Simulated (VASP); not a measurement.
Write the native input for VASP 6.6.1 that does the following.

| Property | Result |
| --- | --- |
| Task | single point |
| Functional | PBE |
| Potentials or basis | VASP PAW PBE potentials, release 64 (Lu) |
| Cutoff | 520 eV |
| k mesh | 14 × 14 × 13 |
| Occupations | fermi-dirac, width 0.08 eV |
| Spin | no spin polarisation |
| Dipole correction | no |
| Further INCAR settings | ALGO = Normal; EDIFF = 1e-06; NBANDS = 18 |

The structure of Lu lies in POSCAR:

```
Lu
1.0
    3.0711546725      0.0000000000      0.0000000000
   -1.5355773362      2.6596979653      0.0000000000
    0.0000000000      0.0000000000      2.9549518985
Lu
1
Direct
    0.0000000000      0.0000000000      0.0000000000
```

This isn't the form of Lu at room conditions, which is hcp.

The input as run:

INCAR

```
PREC = Accurate
ENCUT = 520
EDIFF = 1E-6
ISMEAR = -1
SIGMA = 0.08
LREAL = False
LASPH = True
NELM = 100
ALGO = Normal
ISIF = 2
LWAVE = False
LCHARG = False
GGA = PE
NBANDS = 18
```

KPOINTS

```
regular mesh
0
Gamma
  14 14 13
```

Potentials or basis: VASP PAW PBE potentials, release 64 (Lu).

Command:

```bash
$ cat potpaw_PBE.64/Lu/POTCAR > POTCAR
$ mpirun -np 1 vasp_std > vasp.out
```

It gave:

The pressure is 13.3 GPa. The band gap on the k mesh is zero (an odd number of electrons rules out a gap without spin polarisation).

Caveat: the cell stands under pressure; spin-orbit coupling is left out, which moves the levels of the heavy elements.

It took 110 s on 1 thread of AMD EPYC 7R43 64-Core Processor (Zen 3), on a shared host, peak memory 0.17 GiB.
